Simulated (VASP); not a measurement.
Input of a VASP 6.6.1 run:

Contents of POSCAR:

```
Ge
1.0
    1.4880529250     -2.5946896100      0.0000000000
    1.4880529250      2.5946896100      0.0000000000
    0.0000000000      0.0000000000      4.7275957900
Ge
2
Direct
    0.3334466300      0.6665533700      0.2500000000
    0.6665533700      0.3334466300      0.7500000000
```

Contents of INCAR.step1:

```
SYSTEM = Ge
PREC = Accurate
ENCUT = 520
EDIFF = 1E-5
ISMEAR = -1
SIGMA = 0.05
LREAL = .False.
LASPH = .True.
NELM = 100
ALGO = Normal
ISIF = 2
LWAVE = .True.
LCHARG = .False.
GGA = PE
NBANDS = 21
```

INCAR.step2

```
SYSTEM = Ge
PREC = Accurate
ENCUT = 520
EDIFF = 1E-6
ISMEAR = -1
SIGMA = 0.05
LREAL = .False.
LASPH = .True.
NELM = 100
ALGO = Normal
ISIF = 2
LWAVE = .False.
LCHARG = .False.
GGA = PE
LHFCALC = .True.
AEXX = 0.25
HFSCREEN = 0.3
PRECFOCK = Normal
ISTART = 1
NBANDS = 21
```

Contents of KPOINTS:

```
Automatic mesh
0
Gamma
  5 5 3
  0 0 0
```

Potentials or basis: VASP PAW PBE potentials, release 64 (Ge_d).

Command:

```sh
$ cat potpaw_PBE.64/Ge_d/POTCAR > POTCAR
$ cp INCAR.step1 INCAR
$ mpirun -np 1 vasp_std > vasp.out
$ cp INCAR.step2 INCAR
$ mpirun -np 1 vasp_std > vasp.out
```

Question: What does it give for the band gap on the k mesh?

Answer: Zero (bands 14 and 15 overlap by 8.60 eV).

Question: Predict the largest force.

Answer: 0.009 eV/Å.

Forces in eV/Å, atoms in the order of the input:
```
Ge   0.000  0.009  0.000
Ge   0.000 -0.009  0.000
```

Caveat: the k points lie up to 0.49 Å⁻¹ apart, too coarse for converged energies and pressures of a metal; the PAW data sets were made with another functional, which shifts forces and pressure a little.
